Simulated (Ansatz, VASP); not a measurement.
**MgS: VASP beside Ansatz**

```xyz
2
Lattice="0.0000 2.6103 2.6103 2.6103 0.0000 2.6103 2.6103 2.6103 0.0000" Properties=species:S:1:pos:R:3 pbc="T T T"
Mg    0.0000    0.0000    0.0000
S     2.6103    2.6103    2.6103
```

Change from the starting cell: volume scaled by 1.01, crystal datasets.

Alike in both runs: task electric field gradients; functional PBEsol; k mesh 10 × 10 × 10; occupations fermi-dirac, width 0.03 eV; no spin polarisation.

|  | VASP | Ansatz |
| --- | --- | --- |
| version | VASP 6.6.1 | Ansatz 0.2.0 |
| potentials or method | VASP PAW PBE potentials, release 64 (Mg, S), cutoff 520 eV | all-electron PAW with datasets made for the crystal, scalar-relativistic |

VASP gave:

- gap on the k mesh at the Fermi level (eV): 2.68
- pressure (GPa): -1.9

Question: What did Ansatz give for the same quantities?

Answer: gap on the k mesh at the Fermi level (eV): 2.68; pressure (GPa): -1.7.

VASP's potentials were made for PBE, not for PBEsol. Ansatz ran all-electron here, and VASP with PAW potentials.
